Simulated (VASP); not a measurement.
Write the native input for VASP 6.6.1 that does the following.

- Task: single point
- Functional: PBE
- Potentials or basis: VASP PAW PBE potentials, release 64 (Mg, Cd, Se)
- Cutoff: 520 eV
- k mesh: 12 × 12 × 2
- Occupations: gaussian, width 0.02 eV
- Spin: no spin polarisation
- Dipole correction: no
- Further INCAR settings: ALGO = Normal; EDIFF = 1e-06; NBANDS = 41

The structure of Mg5CdSe6 lies in POSCAR:

```
Mg5CdSe6
1.0
    3.9236653929      0.0000000000      0.0000000000
   -1.9618326964      3.3979939062      0.0000000000
    0.0000000000      0.0000000000     19.2384152000
Mg Cd Se
5 1 6
Direct
    0.3333333333      0.6666666667      0.8293230000
    0.6666666667      0.3333333333      0.6646540000
    0.0000000000      0.0000000000      0.5000000000
    0.3333333333      0.6666666667      0.3353460000
    0.6666666667      0.3333333333      0.1706770000
    0.0000000000      0.0000000000      0.0000000000
    0.0000000000      0.0000000000      0.7469140000
    0.3333333333      0.6666666667      0.5823130000
    0.6666666667      0.3333333333      0.4176870000
    0.0000000000      0.0000000000      0.2530860000
    0.3333333333      0.6666666667      0.0890590000
    0.6666666667      0.3333333333      0.9109410000
```

One way to write it, as run:

INCAR

```
SYSTEM = Mg5CdSe6
ALGO = Normal
EDIFF = 1E-6
ENCUT = 520
GGA = PE
ISIF = 2
ISMEAR = 0
LASPH = .TRUE.
LCHARG = .TRUE.
LELF = .TRUE.
LREAL = .FALSE.
LVHAR = .TRUE.
LWAVE = .FALSE.
NBANDS = 41
NELM = 100
PREC = Accurate
SIGMA = 0.02
```

KPOINTS

```
k-points
0
G
  12 12 2
  0 0 0
```

Potentials or basis: VASP PAW PBE potentials, release 64 (Mg, Cd, Se).

The run is started by

```bash
$ cat potpaw_PBE.64/Mg/POTCAR potpaw_PBE.64/Cd/POTCAR potpaw_PBE.64/Se/POTCAR > POTCAR
$ mpirun -np 1 vasp_std > vasp.out
```

It gave:

```yaml
Pressure: 0.0 GPa
Largest_force: 0.041 eV/Å
Band_gap_on_the_k_mesh: 1.09 eV (least direct gap 1.52 eV)
```

It took 7.5 min on 1 thread of Oxide Virtual Turin-like Processor, on a shared host, peak memory 0.55 GiB.
